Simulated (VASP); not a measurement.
A run of VASP 6.6.1:

Contents of INCAR:

```
  PREC = Accurate
  ENCUT = 700
  EDIFF = 1E-6
  ISMEAR = 0
  SIGMA = 0.1
  LREAL = F
  LASPH = T
  NELM = 120
  ALGO = Normal
  ISIF = 2
  LWAVE = F
  LCHARG = T
  GGA = PE
  LELF = T
  LVHAR = T
  NBANDS = 26
  GGA_COMPAT = F
```

The input KPOINTS:

```
Automatic mesh
0
Gamma
  6 6 4
```

The input POSCAR:

```
TaN
1.0
    3.1503603414      0.0000000000      0.0000000000
   -1.5751801707      2.7282920867      0.0000000000
    0.0000000000      0.0000000000      6.1046842238
Ta N
2 2
Direct
    0.3333333333      0.6666666667      0.0256944779
    0.6666666667      0.3333333333      0.5256944779
    0.3333333333      0.6666666667      0.3493055221
    0.6666666667      0.3333333333      0.8493055221
```

Potentials or basis: VASP PAW PBE potentials, release 64 (Ta_sv_GW, N).

The run is started by

```bash
$ cat potpaw_PBE.64/Ta_sv_GW/POTCAR potpaw_PBE.64/N/POTCAR > POTCAR
$ mpirun -np 1 vasp_std > vasp.out
```

Hardware: 1 thread of Intel(R) Xeon(R) 6975P-C (Granite Rapids), with other jobs on the host.

Question: Estimate the wall time of this run.

Answer: Run time: 30 s on 1 thread of Intel(R) Xeon(R) 6975P-C (Granite Rapids) (shared host), peak memory 0.22 GiB. Counts: scf iterations 18, k points 21.
